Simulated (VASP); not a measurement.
Input of a VASP 6.6.1 run:

The input POSCAR:

```
BP
1.0
    0.0000000000      2.2741519229      2.2741519229
    2.2741519229      0.0000000000      2.2741519229
    2.2741519229      2.2741519229      0.0000000000
B P
1 1
Direct
    0.0000000000      0.0000000000      0.0000000000
    0.2500000000      0.2500000000      0.2500000000
```

INCAR.step1

```
ALGO = Normal
EDIFF = 1E-4
ENCUT = 520
GGA = PE
ISMEAR = 0
LASPH = True
LCHARG = False
LREAL = False
LWAVE = True
NBANDS = 11
NELM = 80
PREC = Accurate
SIGMA = 0.02
```

The input INCAR.step2:

```
ALGO = Normal
EDIFF = 1E-6
ENCUT = 520
ISIF = 2
ISMEAR = 0
ISTART = 1
LASPH = True
LCHARG = False
LMIXTAU = True
LREAL = False
LWAVE = False
METAGGA = R2SCAN
NBANDS = 11
NELM = 80
PREC = Accurate
SIGMA = 0.02
```

KPOINTS

```
k-points
0
Gamma
  10 10 10
```

Potentials or basis: VASP PAW PBE potentials, release 64 (B, P).

Run with:

```sh
$ cat potpaw_PBE.64/B/POTCAR potpaw_PBE.64/P/POTCAR > POTCAR
$ cp INCAR.step1 INCAR
$ mpirun -np 1 vasp_std > vasp.out
$ cp INCAR.step2 INCAR
$ mpirun -np 1 vasp_std > vasp.out
```

(1) What does it give for the pressure?

(2) Estimate the band gap on the k mesh.

Answers

(1) -1.8 GPa.

(2) 1.46 eV, indirect (least direct gap 3.63 eV).

Caveat: the PAW data sets were made with another functional, which shifts forces and pressure a little.
